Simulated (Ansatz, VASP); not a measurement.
# Be2H3: VASP beside Ansatz

```
Be H
1.0
     4.71791    0.00000    0.00000
     0.00000    4.71791    0.00000
     0.00000    0.00000    3.19631
Be H
4 6
Direct
  0.23584 0.00000 0.50000
  0.76416 0.00000 0.50000
  0.00000 0.23584 0.50000
  0.00000 0.76416 0.50000
  0.00000 0.50000 0.00000
  0.50000 0.00000 0.00000
  0.81341 0.50000 0.00000
  0.18659 0.50000 0.00000
  0.50000 0.81341 0.00000
  0.50000 0.18659 0.00000
```

Alike in both runs: task relaxation of cell and atoms; functional PBE; k mesh 4 × 4 × 6; occupations gaussian, width 0.1 eV; no spin polarisation.

|  | VASP | Ansatz |
| --- | --- | --- |
| version | VASP 6.6.1 | Ansatz 0.2.0 |
| potentials or method | VASP PAW PBE potentials, release 64 (Be, H), cutoff 600 eV | scalar-relativistic, plane waves, PAW |
| valence electrons in the cell | 14 | 14 |

VASP gave:

```
gap on the k mesh at the Fermi level, each at its own relaxed structure (eV) : none
relaxed volume (Å³/atom)                                                     : 7.71
relaxed cell length with the largest relative difference (Å)                 : 2.273
```

Task: Which values does Ansatz return?

Result: gap on the k mesh at the Fermi level, each at its own relaxed structure (eV): none; relaxed volume (Å³/atom): 7.73; relaxed cell length with the largest relative difference (Å): 2.717.

A gap of «none» marks a metal or a gap that the smearing closes. One of these differences is far larger than is usual between the two programs; its cause wasn't traced.
